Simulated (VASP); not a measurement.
Wanted: the native input for a VASP 6.6.1 run.

```yaml
Task: single point
Functional: HF
Potentials_or_basis: VASP PAW PBE potentials, release 64 (Sb_d_GW)
Cutoff: 400 eV
k_mesh: 5 × 5 × 5
Occupations: fermi-dirac, width 0.05 eV
Spin: no spin polarisation
Dipole_correction: no
Grid_for_exact_exchange_PRECFOCK: Normal
Further_INCAR_settings: ALGO = Normal; EDIFF = 1e-06; NBANDS = 14
Share_of_exact_exchange: 1
```

The system is Sb.

```
Sb
1.0
     0.00000    2.37124    2.37124
     2.37124    0.00000    2.37124
     2.37124    2.37124    0.00000
Sb
1
Cartesian
  0.0000 0.0000 0.0000
```

This isn't the form of Sb at room conditions, which is rhombohedral.

These files were run (other wordings do the same):

POSCAR

```
Sb
1.0
    0.0000000000      2.3712425216      2.3712425216
    2.3712425216      0.0000000000      2.3712425216
    2.3712425216      2.3712425216      0.0000000000
Sb
1
Direct
    0.0000000000      0.0000000000      0.0000000000
```

INCAR.step1

```
PREC     = Accurate       # precision mode
ENCUT    = 400            # plane-wave cutoff, eV
EDIFF    = 1E-5           # SCF threshold, eV
ISMEAR   = -1             # smearing method
SIGMA    = 0.05           # smearing width, eV
LREAL    = False          # projectors in reciprocal space
LASPH    = True           # aspherical terms in the spheres
NELM     = 120            # most SCF steps
ALGO     = Normal         # electronic algorithm
ISIF     = 2              # what is computed and relaxed
LWAVE    = True           # write WAVECAR
LCHARG   = False          # write CHGCAR
NBANDS   = 14             # bands
GGA      = PE             # functional
GGA_COMPAT= False
```

INCAR.step2

```
PREC     = Accurate       # precision mode
ENCUT    = 400            # plane-wave cutoff, eV
EDIFF    = 1E-6           # SCF threshold, eV
ISMEAR   = -1             # smearing method
SIGMA    = 0.05           # smearing width, eV
LREAL    = False          # projectors in reciprocal space
LASPH    = True           # aspherical terms in the spheres
NELM     = 120            # most SCF steps
ALGO     = Normal         # electronic algorithm
ISIF     = 2              # what is computed and relaxed
LWAVE    = False          # write WAVECAR
LCHARG   = False          # write CHGCAR
GGA      = PE             # functional
LHFCALC  = True           # exact exchange
AEXX     = 1.0            # exact-exchange fraction
ALDAC    = 0.0          
AGGAC    = 0.0          
PRECFOCK = Normal       
NBANDS   = 14             # bands
ISTART   = 1            
GGA_COMPAT= False
```

KPOINTS

```
regular mesh
0
Gamma
  5 5 5
```

Potentials or basis: VASP PAW PBE potentials, release 64 (Sb_d_GW).

Run with:

```sh
$ cat potpaw_PBE.64/Sb_d_GW/POTCAR > POTCAR
$ cp INCAR.step1 INCAR
$ mpirun -np 1 vasp_std > vasp.out
$ cp INCAR.step2 INCAR
$ mpirun -np 1 vasp_std > vasp.out
```

Results of the run:

The pressure is 4.7 GPa. The band gap on the k mesh is zero (an odd number of electrons rules out a gap without spin polarisation).

Caveat: the k points lie up to 0.46 Å⁻¹ apart, too coarse for converged energies and pressures of a metal; the PAW data sets were made with another functional, which shifts forces and pressure a little; spin-orbit coupling is left out, which moves the levels of the heavy elements.

It took 7.6 min on 1 thread of AMD EPYC 7R13 Processor (Zen 3) (shared host), peak memory 0.12 GiB.
